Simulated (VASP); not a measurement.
# BN (P1) in VASP: relaxation of cell and atoms with PBE

Aim: the relaxation of cell and atoms of BN with PBE.

Everything below comes from runs of VASP 6.6.1. Logs are shortened: lines on timing, memory, paths and dates and some standing lists are left out, and cuts for length are marked.

## 1. The cell of the first run

The typed cell holds 8 atoms: a = 2.600 Å, b = 4.346 Å, c = 4.535 Å, α = 109.84°, β = 90.15°, γ = 89.92°.

## 2. Relaxation of cell and atoms, PBE

Input file INCAR:

```
ALGO     = Normal         # electronic algorithm
EDIFF    = 1E-6           # SCF threshold, eV
EDIFFG   = -0.025         # ionic threshold
ENCUT    = 600            # plane-wave cutoff, eV
GGA      = PE             # functional
IBRION   = 2              # ionic algorithm
ISIF     = 3              # what is computed and relaxed
ISMEAR   = 0              # smearing method
LASPH    = T              # aspherical terms in the spheres
LCHARG   = F              # write CHGCAR
LREAL    = F              # projectors in reciprocal space
LWAVE    = F              # write WAVECAR
NELM     = 80             # most SCF steps
NSW      = 80             # ionic steps
PREC     = Accurate       # precision mode
SIGMA    = 0.1            # smearing width, eV
```

Input file KPOINTS:

```
k-points
0
Gamma
  6 4 4
```

Input file POSCAR:

```
BN
1.0
   -1.8377888602     -0.0032570295     -1.8398009912
   -1.7491475912     -3.5753483823      1.7446456631
   -1.8584728916      3.6911877418      1.8669990817
B N
4 4
Direct
    0.4858179340      0.8416409303      0.1099316966
    0.0053991137      0.3892450034      0.1286222494
    0.0316730990      0.8371931705      0.6071640108
    0.5348587050      0.3897799215      0.6487838714
   -0.0142334704      0.7729293275      0.2470468474
    0.5275127568      0.2653956584      0.2595328070
    0.4855742099      0.7457689039      0.7340966340
   -0.0566023481      0.2580470846      0.7648218833
```

Potentials or basis: VASP PAW PBE potentials, release 64 (B, N).

Launch:

```sh
> cat potpaw_PBE.64/B/POTCAR potpaw_PBE.64/N/POTCAR > POTCAR
> mpirun -np 1 vasp_std > vasp.out
```

OUTCAR:

```text
EDIFF = 1E-6
   EDIFFG = -0.025
   ENCUT = 600
   GGA = PE
   IBRION = 2
   ISIF = 3
   ISMEAR = 0
   LASPH = T
   LREAL = F
   NELM = 80
   NSW = 80
   PREC = Accurate

 ion  position               nearest neighbor table
   1  0.486  0.842  0.110-   5 1.51   5 1.52   7 1.61   6 1.74
   2  0.005  0.389  0.129-   6 1.55   8 1.56   5 1.57   6 1.64
   3  0.032  0.837  0.607-   7 1.43   5 1.56   7 1.63   8 1.74
   4  0.535  0.390  0.649-   8 1.39   7 1.47   6 1.66   8 1.78
   5  0.986  0.773  0.247-   1 1.51   1 1.52   3 1.56   2 1.57
   6  0.528  0.265  0.260-   2 1.55   2 1.64   4 1.66   1 1.74
   7  0.486  0.746  0.734-   3 1.43   4 1.47   1 1.61   3 1.63
   8  0.943  0.258  0.765-   4 1.39   2 1.56   3 1.74   4 1.78

  LATTYP: Found a triclinic cell.
 ALAT       =     4.5348069424
 B/A-ratio  =     1.1259809769
 C/A-ratio  =     0.5734425267
 COS(alpha) =     0.0011326958
 COS(beta)  =     0.0026667945
 COS(gamma) =     0.5992253664

  Lattice vectors:

 A1 = (  -1.8584728916,   3.6911877418,   1.8669990817)
 A2 = (  -3.6076204828,   0.1158393595,   3.6116447448)
 A3 = (   1.8377888602,   0.0032570295,   1.8398009912)

Analysis of symmetry for initial positions (statically):
=====================================================================
 Subroutine PRICEL returns:
 Original cell was already a primitive cell.

 Routine SETGRP: Setting up the symmetry group for a
 triclinic supercell.

 Subroutine GETGRP returns: Found  1 space group operations
 (whereof  1 operations were pure point group operations)
 out of a pool of  2 trial point group operations.

The static configuration has the point symmetry C_1 .

Analysis of symmetry for dynamics (positions and initial velocities):
=====================================================================
 Subroutine PRICEL returns:
 Original cell was already a primitive cell.

 Routine SETGRP: Setting up the symmetry group for a
 triclinic supercell.

 Subroutine GETGRP returns: Found  1 space group operations
 (whereof  1 operations were pure point group operations)
 out of a pool of  2 trial point group operations.

The dynamic configuration has the point symmetry C_1 .

 Subroutine INISYM returns: Found  1 space group operations
 (whereof  1 operations are pure point group operations),
 and found     1 'primitive' translations

----------------------------------------------------------------------------------------

                                     Primitive cell

  volume of cell :      48.2060

  direct lattice vectors                    reciprocal lattice vectors
    -1.837788860 -0.003257029 -1.839800991    -0.272061551  0.000482934 -0.271773897
    -1.749147591 -3.575348382  1.744645663    -0.140749624 -0.142106311  0.140847263
    -1.858472892  3.691187742  1.866999082    -0.136572585  0.133269300  0.136187291

  length of vectors
     2.600451151  4.345851107  4.534806942     0.384550090  0.244627496  0.234434971

  position of ions in fractional coordinates (direct lattice)
     0.485817934  0.841640930  0.109931697
     0.005399114  0.389245003  0.128622249
     0.031673099  0.837193171  0.607164011
     0.534858705  0.389779922  0.648783871
     0.985766530  0.772929328  0.247046847
     0.527512757  0.265395658  0.259532807
     0.485574210  0.745768904  0.734096634
     0.943397652  0.258047085  0.764821883

  ion indices of the primitive-cell ions
   primitive index   ion index
                 1           1
                 2           2
                 3           3
                 4           4
                 5           5
                 6           6
                 7           7
                 8           8

----------------------------------------------------------------------------------------

 KPOINTS: k-points

Automatic generation of k-mesh.
 Grid dimensions read from file:
 generate k-points for:    6    4    4

 Generating k-lattice:

  Cartesian coordinates                     Fractional coordinates (reciprocal lattice)
    -0.045343592  0.000080489 -0.045295650     0.166666667  0.000000000 -0.000000000
    -0.035187406 -0.035526578  0.035211816    -0.000000000  0.250000000  0.000000000
    -0.034143146  0.033317325  0.034046823     0.000000000  0.000000000  0.250000000

  Length of vectors
     0.064091682  0.061156874  0.058608743

  Shift w.r.t. Gamma in fractional coordinates (k-lattice)
     0.000000000  0.000000000  0.000000000

 Subroutine IBZKPT returns following result:
 ===========================================

 Found     52 irreducible k-points:

 Following reciprocal coordinates:
            Coordinates               Weight
  0.000000  0.000000  0.000000      1.000000
  0.166667 -0.000000 -0.000000      2.000000
  0.333333 -0.000000  0.000000      2.000000
  0.500000  0.000000  0.000000      1.000000
  0.000000  0.250000  0.000000      2.000000
  0.166667  0.250000  0.000000      2.000000
[... 16 lines left out ...]
  0.333333  0.250000  0.250000      2.000000
  0.500000  0.250000  0.250000      2.000000
 [... further k-points ...]
   k-points           NKPTS =     52   k-points in BZ     NKDIM =     52   number of bands    NBANDS=     21
   number of dos      NEDOS =    301   number of ions     NIONS =      8
   total plane-waves  NPLWV =  31104
   dimension x,y,z NGX =    24 NGY =   36 NGZ =   36
   dimension x,y,z NGXF=    48 NGYF=   72 NGZF=   72
   ions per type =               4   4
   NGX,Y,Z   is equivalent  to a cutoff of  15.34, 13.77, 13.20 a.u.
   NGXF,Y,Z  is equivalent  to a cutoff of  30.69, 27.54, 26.40 a.u.
 SYSTEM =  unknown system
   PREC   = accura    normal or accurate (medium, high low for compatibility)
   ISTART =      0    job   : 0-new  1-cont  2-samecut
   ICHARG =      2    charge: 1-file 2-atom 10-const
   ISPIN  =      1    spin polarized calculation?
   LNONCOLLINEAR =      F non collinear calculations
   LSORBIT =      F    spin-orbit coupling
   LASPH  =      T    aspherical Exc in radial PAW
   ENCUT  =  600.0 eV  44.10 Ry    6.64 a.u.   5.19  8.68  9.06*2*pi/ulx,y,z
   NELM   =     80;   NELMIN=  2; NELMDL= -5     # of ELM steps
   EDIFF  = 0.1E-05   stopping-criterion for ELM
   LREAL  =      F    real-space projection
   EDIFFG = -.3E-01   stopping-criterion for IOM
   NSW    =     80    number of steps for IOM
   IBRION =      2    ionic relax: 0-MD 1-quasi-New 2-CG
   NFREE  =      1    steps in history (QN), initial steepest desc. (CG)
   ISIF   =      3    stress and relaxation
   ISYM   =      2    0-nonsym 1-usesym 2-fastsym
   POTIM  = 0.5000    time-step for ionic-motion
   TEBEG  =    0.0;   TEEND  =   0.0 temperature during run
   PSTRESS=    0.0 pullay stress
   NELECT =      32.0000    total number of electrons
   NUPDOWN=      -1.0000    fix difference up-down
   EMIN   =  10.00;   EMAX   =-10.00  energy-range for DOS
   EFERMI =   0.00;   METHOD = LEGACY
   ISMEAR =     0;   SIGMA  =   0.10  broadening in eV -4-tet -1-fermi 0-gaus
   EFERMI_NEDOS =   21; number of points for ismear=-14 and -15
   IALGO  =     38    algorithm
   IMIX   =      4    mixing-type and parameters
     AMIX     =   0.40;   BMIX     =  1.00
     AMIX_MAG =   1.60;   BMIX_MAG =  1.00
  volume/ion in A,a.u.               =       6.03        40.66
  Fermi-wavevector in a.u.,A,eV,Ry     =   1.428098  2.698713 27.748580  2.039463
  Thomas-Fermi vector in A             =   2.548196
   LORBIT       =      0    0 simple, 1 ext, 2 COOP (PROOUT), +10 PAW based schemes
   GGA     = PE    functional components
   LHFCALC =     F    Hartree Fock is set to
   AEXX    =    0.0000 exact exchange contribution
   IVDW    =     0    specifies the selected vdW correction
   LEPSILON=     F    determine dielectric tensor
   LRPA    =     F    only Hartree local field effects (RPA)
 conjugate gradient relaxation of ions
 non-spin polarized calculation
 Gauss-broadening in eV      SIGMA  =   0.10
  energy-cutoff  :      600.00
  volume of cell :       48.21
 maximum number of plane-waves:      1626
 NGX is ok and might be reduce to    24
   NGX = 11   NGY = 17   NGZ = 19

--------------------------------------- Ionic step        1  -------------------------------------------

 number of electron      32.0000000 magnetization

 Free energy of the ion-electron system (eV)
  ---------------------------------------------------
  ext. energy  EPLUGINS =         0.00000000
  ---------------------------------------------------
  free energy    TOTEN  =       -67.31225549 eV

  energy without entropy =      -67.31225549  energy(sigma->0) =      -67.31225549

------------------------ aborting loop because EDIFF is reached ----------------------------------------

  FORCE on cell =-STRESS in cart. coord.  units (eV):
  Direction    XX          YY          ZZ          XY          YZ          ZX
  --------------------------------------------------------------------------------------
  -------------------------------------------------------------------------------------
  Total        1.3740280      2.8164300      1.6257603      3.0498692     -5.3032206     -0.9180782
  in kB       45.6673153     93.6071144     54.0339121    101.3657197   -176.2583047    -30.5133287
  external PRESSURE =      64.4361139 kB  Pullay stress =       0.0000000 kB
[... 107 lines left out ...]
  FREE ENERGIE OF THE ION-ELECTRON SYSTEM (eV)
  ---------------------------------------------------
  free  energy   TOTEN  =       -69.5083394622 eV

  energy  without entropy=      -69.5083394622  energy(sigma->0) =      -69.50833946

[... ionic steps 4 to 10 ...]

--------------------------------------- Ionic step       11  -------------------------------------------

 number of electron      32.0000009 magnetization

------------------------ aborting loop because EDIFF is reached ----------------------------------------

  FORCE on cell =-STRESS in cart. coord.  units (eV):
  Direction    XX          YY          ZZ          XY          YZ          ZX
  --------------------------------------------------------------------------------------
  -------------------------------------------------------------------------------------
  Total       -0.0792746     -0.0278101     -0.0482554      0.0305312     -0.0760963      0.0017714
  in kB       -2.6661068     -0.9352894     -1.6228920      1.0268044     -2.5592176      0.0595734
  external PRESSURE =      -1.7414294 kB  Pullay stress =       0.0000000 kB
[... 69 lines left out ...]
  energy  without entropy=      -69.8173186853  energy(sigma->0) =      -69.81731869

--------------------------------------- Ionic step       13  -------------------------------------------

 number of electron      32.0000009 magnetization

 Free energy of the ion-electron system (eV)
  ---------------------------------------------------
  ext. energy  EPLUGINS =         0.00000000
  ---------------------------------------------------
  free energy    TOTEN  =       -69.81734637 eV

  energy without entropy =      -69.81734637  energy(sigma->0) =      -69.81734637

 E-fermi :   7.7617     XC(G=0): -12.7831

 val. band max:        7.3092782092   @ k =   0.0000   0.0000   0.0000
 cond. band min:      11.7545412431   @ k =   0.0000   0.0000   0.0000
 fundamental gap:      4.4452630339
 Fermi energy:         7.7617284833

 k-point     1 :       0.0000    0.0000    0.0000
  band No.  band energies     occupation
      1     -12.8352      2.00000
      2      -8.6566      2.00000
      3      -8.6548      2.00000
      4      -7.2988      2.00000
      5      -3.3123      2.00000
      6      -3.3112      2.00000
[... 550 lines left out ...]
      5      -2.3252      2.00000
      6      -2.3238      2.00000
[... 13 lines left out ...]
     20      16.8642      0.00000
     21      18.4141      0.00000

 [... further k-points ...]

------------------------ aborting loop because EDIFF is reached ----------------------------------------

  FORCE on cell =-STRESS in cart. coord.  units (eV):
  Direction    XX          YY          ZZ          XY          YZ          ZX
  --------------------------------------------------------------------------------------
  -------------------------------------------------------------------------------------
  Total       -0.0090655      0.0089781      0.0029212     -0.0004720     -0.0071039      0.0039449
  in kB       -0.3050336      0.3020917      0.0982905     -0.0158807     -0.2390292      0.1327373
  external PRESSURE =       0.0317829 kB  Pullay stress =       0.0000000 kB
[... 23 lines left out ...]
  FREE ENERGIE OF THE ION-ELECTRON SYSTEM (eV)
  ---------------------------------------------------
  free  energy   TOTEN  =       -69.8173463719 eV

  energy  without entropy=      -69.8173463719  energy(sigma->0) =      -69.81734637

 reached required accuracy - stopping structural energy minimisation
```

It took 13 min on 1 thread of Intel Xeon 8259CL, shared host; peak memory 0.2 GiB.

Results:

* Free energy: -69.8173 eV
* Relaxed volume: 5.95 Å³/atom
* Relaxed cell: a = 2.563 Å, b = 4.439 Å, c = 4.439 Å, α = 109.46°, β = 90.00°, γ = 90.00°
* Space group after relaxing (to 0.1 Å): F-43m (No. 216)
* Energy gained by relaxing: 313.1 meV/atom
* Ionic steps: 13
* Pressure after relaxing: 0.0 GPa
* Largest force after relaxing: 0.020 eV/Å
* Band gap on the k mesh: 4.45 eV

Forces in eV/Å, atoms in the order of the input:
```
B    0.013 -0.005  0.014
B    0.003 -0.005 -0.005
B   -0.010  0.003 -0.009
B    0.005 -0.015  0.011
N    0.001  0.011 -0.003
N   -0.014  0.002 -0.008
N   -0.001  0.005 -0.008
N    0.003  0.004  0.008
```

The path:
```
step  energy change (eV)  largest force (eV/Å)  pressure (GPa)  volume (Å³)
   1              0.0000                6.6032            6.44        48.21
   2             -0.1555                6.8084           -4.27        49.85
   3             -2.1961                2.7922           -9.15        49.01
   4             -2.2264                2.6937            6.27        47.00
   5             -2.4358                1.0391           -2.34        47.95
   6             -2.4748                0.7001            2.11        47.36
   7             -2.4892                0.3522            0.45        47.56
   8             -2.5001                0.2094            0.27        47.58
   9             -2.5008                0.2940            0.22        47.59
  10             -2.5047                0.0791           -0.25        47.65
  11             -2.5048                0.0539           -0.17        47.64
  12             -2.5051                0.0329            0.07        47.61
  13             -2.5051                0.0196            0.00        47.62
```

Final structure:
```
CELL_PARAMETERS angstrom
-1.81239 0.00005 -1.81247
-1.81282 -3.62389 1.81223
-1.81215 3.62427 1.81211
ATOMIC_POSITIONS crystal
B 0.50026 0.87498 0.12496
B 0.99990 0.37502 0.12508
B 0.99975 0.87499 0.62497
B 0.50022 0.37490 0.62505
N 0.00004 0.75007 0.24995
N 0.49982 0.25001 0.25000
N 0.49986 0.75003 0.74997
N 0.00015 0.25000 0.75001
```
